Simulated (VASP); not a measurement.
# PbS (CsCl type) (Pm-3m) in VASP: further runs, part 2 of 2

VASP 6.6.1. The steps go on from the part before.

## Step 3: Relaxation of cell and atoms, PBE, target pressure 40 GPa, at which the enthalpy is minimised

File INCAR:

```
SYSTEM = PbS
ALGO = Normal ; EDIFF = 1E-7
EDIFFG = -0.005 ; ENCUT = 600
GGA = PE ; IBRION = 2
ISIF = 3 ; ISMEAR = -1
LASPH = .True. ; LCHARG = .False.
LREAL = .False. ; LWAVE = .False.
NELM = 100 ; NSW = 32
PREC = Accurate ; PSTRESS = 400.0
SIGMA = 0.1
```

File KPOINTS:

```
k-points
0
Gamma
  13 13 13
  0 0 0
```

File POSCAR:

```
PbS
1.0
    3.2518329417      0.0000000000      0.0000000000
    0.0000000000      3.2518329417      0.0000000000
    0.0000000000      0.0000000000      3.2518329417
Pb S
1 1
Direct
    0.0000000000      0.0000000000      0.0000000000
    0.5000000000      0.5000000000      0.5000000000
```

Potentials or basis: VASP PAW PBE potentials, release 64 (Pb_d, S).

Command:

```bash
$ cat potpaw_PBE.64/Pb_d/POTCAR potpaw_PBE.64/S/POTCAR > POTCAR
$ mpirun -np 1 vasp_std > vasp.out
```

OUTCAR:

```text
SYSTEM = PbS
   EDIFF = 1E-7
   EDIFFG = -0.005
   ENCUT = 600
   GGA = PE
   IBRION = 2
   ISIF = 3
   ISMEAR = -1
   LASPH = .True.
   LREAL = .False.
   NELM = 100
   NSW = 32
   PREC = Accurate
   PSTRESS = 400.0

 ion  position               nearest neighbor table
   1  0.000  0.000  0.000-   2 2.82   2 2.82   2 2.82   2 2.82   2 2.82   2 2.82   2 2.82   2 2.82

   2  0.500  0.500  0.500-   1 2.82   1 2.82   1 2.82   1 2.82   1 2.82   1 2.82   1 2.82   1 2.82

  LATTYP: Found a simple cubic cell.
 ALAT       =     3.2518329417

  Lattice vectors:

 A1 = (   3.2518329417,   0.0000000000,   0.0000000000)
 A2 = (   0.0000000000,   3.2518329417,   0.0000000000)
 A3 = (   0.0000000000,   0.0000000000,   3.2518329417)

Analysis of symmetry for initial positions (statically):
=====================================================================
 Subroutine PRICEL returns:
 Original cell was already a primitive cell.

 Routine SETGRP: Setting up the symmetry group for a
 simple cubic supercell.

 Subroutine GETGRP returns: Found 48 space group operations
 (whereof 48 operations were pure point group operations)
 out of a pool of 48 trial point group operations.

The static configuration has the point symmetry O_h .

Analysis of symmetry for dynamics (positions and initial velocities):
=====================================================================
 Subroutine PRICEL returns:
 Original cell was already a primitive cell.

 Routine SETGRP: Setting up the symmetry group for a
 simple cubic supercell.

 Subroutine GETGRP returns: Found 48 space group operations
 (whereof 48 operations were pure point group operations)
 out of a pool of 48 trial point group operations.

The dynamic configuration has the point symmetry O_h .

 Subroutine INISYM returns: Found 48 space group operations
 (whereof 48 operations are pure point group operations),
 and found     1 'primitive' translations

----------------------------------------------------------------------------------------

[... 127 lines left out ...]
 maximum number of plane-waves:      1189
 NGX is ok and might be reduce to    28
   NGX = 13   NGY = 13   NGZ = 13

 number of electron      20.0000000 magnetization

 Free energy of the ion-electron system (eV)
  ---------------------------------------------------
  ext. energy  EPLUGINS =         0.00000000
  ---------------------------------------------------
  free energy    TOTEN  =        -6.94703835 eV

  energy without entropy =       -6.92012449  energy(sigma->0) =       -6.93358142

 E-fermi :  11.1439     XC(G=0): -11.9661

 val. band max:       11.1255129669   @ k =   0.3846   0.0769   0.0000
 cond. band min:      11.1572770118   @ k =   0.2308   0.2308   0.1538
 fundamental gap:      0.0317640449
 Fermi energy:        11.1438862502

 k-point     1 :       0.0000    0.0000    0.0000
  band No.  band energies     occupation
      1      -6.3691      2.00000
      2      -6.3691      2.00000
      3      -5.7845      2.00000
      4      -5.7845      2.00000
      5      -5.7845      2.00000
      6      -5.3628      2.00000
      7       5.4362      2.00000
      8       8.1337      2.00000
      9       8.1337      2.00000
     10       8.1337      2.00000
     11      15.7829      0.00000
     12      15.7829      0.00000
     13      20.4684      0.00000
     14      20.4684      0.00000
[... 377 lines left out ...]
      1      -6.3571      2.00000
      2      -6.1881      2.00000
      3      -5.9330      2.00000
      4      -5.8881      2.00000
      5      -5.7937      2.00000
      6      -2.2363      2.00000
      7       1.8087      2.00000
      8       4.9984      2.00000
      9       8.1727      2.00000
     10       9.9806      1.99998
     11      14.4515      0.00000
     12      16.7996      0.00000
     13      17.1817      0.00000
     14      19.2252      0.00000

 [... further k-points ...]

------------------------ aborting loop because EDIFF is reached ----------------------------------------

  FORCE on cell =-STRESS in cart. coord.  units (eV):
  Direction    XX          YY          ZZ          XY          YZ          ZX
  --------------------------------------------------------------------------------------
  -------------------------------------------------------------------------------------
  Total        8.5754656      8.5754656      8.5754656      0.0000000      0.0000000     -0.0000000
  in kB      399.5614808    399.5614808    399.5614808      0.0000000      0.0000000     -0.0000000
  external PRESSURE =      -0.4385192 kB  Pullay stress =     400.0000000 kB

 VOLUME and BASIS-vectors are now :
 -----------------------------------------------------------------------------
  energy-cutoff  :      600.00
  volume of cell :       34.39
      direct lattice vectors                 reciprocal lattice vectors
     3.251832942  0.000000000  0.000000000     0.307518873  0.000000000  0.000000000
     0.000000000  3.251832942  0.000000000     0.000000000  0.307518873  0.000000000
     0.000000000  0.000000000  3.251832942     0.000000000  0.000000000  0.307518873

 POSITION                                       TOTAL-FORCE (eV/Angst)
 -----------------------------------------------------------------------------------
      0.00000      0.00000      0.00000         0.000000      0.000000      0.000000
      1.62592      1.62592      1.62592         0.000000      0.000000      0.000000
 -----------------------------------------------------------------------------------
    total drift:                               -0.000000      0.000000     -0.000000

  FREE ENERGIE OF THE ION-ELECTRON SYSTEM (eV)
  ---------------------------------------------------
  free  energy   TOTEN  =        -6.9470383458 eV

  energy  without entropy=       -6.9201244904  energy(sigma->0) =       -6.93358142

  enthalpy is  TOTEN    =         1.6378388608 eV   P V=        8.5848772066

 reached required accuracy - stopping structural energy minimisation
```

Run time: 70 s. Hardware: 1 thread of Intel Xeon 8259CL, shared host; peak memory 0.2 GiB.

What came out:

```
Free energy             : -6.9470 eV
Pressure after relaxing : 40.0 GPa
Band gap on the k mesh  : zero (bands 10 and 11 overlap by 2.04 eV)
```

Final structure:
```cif
data_structure
_symmetry_space_group_name_H-M 'P 1'
_symmetry_Int_Tables_number 1
_cell_length_a 3.2518
_cell_length_b 3.2518
_cell_length_c 3.2518
_cell_angle_alpha 90.000
_cell_angle_beta 90.000
_cell_angle_gamma 90.000
_cell_volume 34.39
loop_
_atom_site_label
_atom_site_type_symbol
_atom_site_fract_x
_atom_site_fract_y
_atom_site_fract_z
_atom_site_occupancy
Pb1 Pb 0.00000 0.00000 0.00000 1
S1 S 0.50000 0.50000 0.50000 1
```

Levels at points of the mesh, in eV from the Fermi level:
| k point | band 7 | band 8 | band 9 | band 10 | band 11 | band 12 | band 13 | band 14 |
| --- | --- | --- | --- | --- | --- | --- | --- | --- |
| (0.00, 0.00, 0.00) | -5.71 | -3.01 | -3.01 | -3.01 | 4.64 | 4.64 | 9.32 | 9.32 |

Caveat: the relaxation stopped at its first step, so nothing moved; the cell is relaxed towards a set pressure, so the run minimises the enthalpy, not the energy; spin-orbit coupling is left out, which moves the levels of the heavy elements.

## Step 4: Relaxation of cell and atoms, PBE, target pressure 40 GPa, at which the enthalpy is minimised

This run uses another cell than the first one, of 18.32 Å³/atom.

File INCAR:

```
SYSTEM = PbS
PREC = Accurate ; ENCUT = 600
EDIFF = 1E-6 ; ISMEAR = -1
SIGMA = 0.1 ; LREAL = .FALSE.
LASPH = .TRUE. ; NELM = 80
ALGO = Normal ; ISIF = 3
LWAVE = .FALSE. ; LCHARG = .FALSE.
GGA = PE ; IBRION = 2
NSW = 60 ; EDIFFG = -0.005
PSTRESS = 400.0
```

File KPOINTS:

```
regular mesh
0
G
  13 13 13
  0 0 0
```

File POSCAR:

```
PbS
1.0
    3.3210902837      0.0000000000      0.0000000000
    0.0000000000      3.3210902837      0.0000000000
    0.0000000000      0.0000000000      3.3210902837
Pb S
1 1
Direct
    0.0000000000      0.0000000000      0.0000000000
    0.5000000000      0.5000000000      0.5000000000
```

Command:

```bash
$ cat potpaw_PBE.64/Pb_d/POTCAR potpaw_PBE.64/S/POTCAR > POTCAR
$ mpirun -np 1 vasp_std > vasp.out
```

Wall time 4.3 min (1 thread of Intel Xeon 8259CL, shared host); peak memory 0.21 GiB.

The run converged. Its results:

```
Free energy                                                : -6.9463 eV
Relaxed volume                                             : 17.19 Å³/atom
Relaxed cell                                               : a = 3.252 Å, b = 3.252 Å, c = 3.252 Å, α = 90.00°, β = 90.00°, γ = 90.00°
Space group after relaxing (to 0.1 Å)                      : Pm-3m (No. 221)
Energy change on relaxing (the run minimises the enthalpy) : +238.5 meV/atom
Ionic steps                                                : 7
Pressure after relaxing                                    : 40.0 GPa
Band gap on the k mesh                                     : zero (bands 10 and 11 overlap by 2.05 eV)
```

The path:
```tsv
step	energy change (eV)	largest force (eV/Å)	pressure (GPa)	volume (Å³)
1	0.0000	0.0000	28.54	36.63
2	1.9534	0.0000	74.37	30.12
3	0.4539	0.0000	39.45	34.48
4	0.4741	0.0000	39.94	34.39
5	0.4851	0.0000	40.19	34.35
6	0.4629	0.0000	39.66	34.44
7	0.4770	0.0000	40.00	34.38
```

Final structure:
```
Pb S
1.0
     3.25171    0.00000    0.00000
     0.00000    3.25171    0.00000
     0.00000    0.00000    3.25171
Pb S
1 1
Direct
  0.00000 0.00000 0.00000
  0.50000 0.50000 0.50000
```

Levels at points of the mesh, in eV from the Fermi level:
```
           k point  band 8  band 9  band 10  band 11  band 12  band 13
(0.00, 0.00, 0.00)   -3.01   -3.01    -3.01     4.64     4.64     9.33
```

Caveat: the cell is relaxed towards a set pressure, so the run minimises the enthalpy, not the energy; spin-orbit coupling is left out, which moves the levels of the heavy elements.

## Step 5: The runs side by side

```tsv
task	cell	cutoff (eV)	gap on the mesh (eV)	pressure (GPa)
single point	a = 3.252 Å, 2 atoms	520	none	39.9
relaxation of cell and atoms	relaxed to 40 GPa from a = 3.252 Å, 2 atoms	600	none	40.0
relaxation of cell and atoms	relaxed to 40 GPa from a = 3.321 Å, 2 atoms	600	none	40.0
```

Alike in all rows: level PBE; potentials or basis VASP PAW PBE potentials, release 64 (Pb_d, S); no spin polarisation; k mesh 13 × 13 × 13; smearing fermi-dirac 0.1 eV.

Caveats: spin-orbit coupling is left out, which moves the levels of the heavy elements; the cell is relaxed towards a set pressure, so the run minimises the enthalpy, not the energy (at least some runs); the cell stands under pressure (at least some runs); the relaxation stopped at its first step, so nothing moved (at least some runs).

Absolute energies hang on the potentials; compare differences alone.
